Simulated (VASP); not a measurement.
P, 8 atoms in the cell. The structure is hexagonal, space group P6/mmm (No. 191). Conventional cell: a = 6.731 Å, b = 6.731 Å, c = 3.787 Å, α = 90.00°, β = 90.00°, γ = 120.00°. Within 3.0 Å of P (site symmetry mm2) lie 6 P at 2.25 to 2.83 Å. P (site symmetry -6m2) has 6 P at 2.50 Å within 3.3 Å. The cell was generated, and may not be a known phase.

| Quantity | Value |
| --- | --- |
| Program | VASP 6.6.1 |
| Task | relaxation of cell and atoms |
| Functional | PBE |
| Potentials or basis | VASP PAW PBE potentials, release 64 (P) |
| Cutoff | 600 eV |
| k mesh | 6 × 6 × 10 |
| Occupations | gaussian, width 0.1 eV |
| Spin | no spin polarisation |
| Dipole correction | no |
| Further INCAR settings | ALGO = Normal; EDIFF = 1e-06; IBRION = 2; EDIFFG = -0.01; NSW = 100; ISIF = 3 |

Potentials or basis: VASP PAW PBE potentials, release 64 (P).

Run with:

```console
$ cat potpaw_PBE.64/P/POTCAR > POTCAR
$ mpirun -np 1 vasp_std > vasp.out
```

Hardware: 1 thread of Intel(R) Xeon(R) 6975P-C (Granite Rapids), on a shared host.

How long does it take, and how much memory?

Wall time 4.9 min on 1 thread of Intel(R) Xeon(R) 6975P-C (Granite Rapids), on a shared host, peak memory 0.35 GiB. Counts: scf iterations 41, k points 42, ion steps 5.
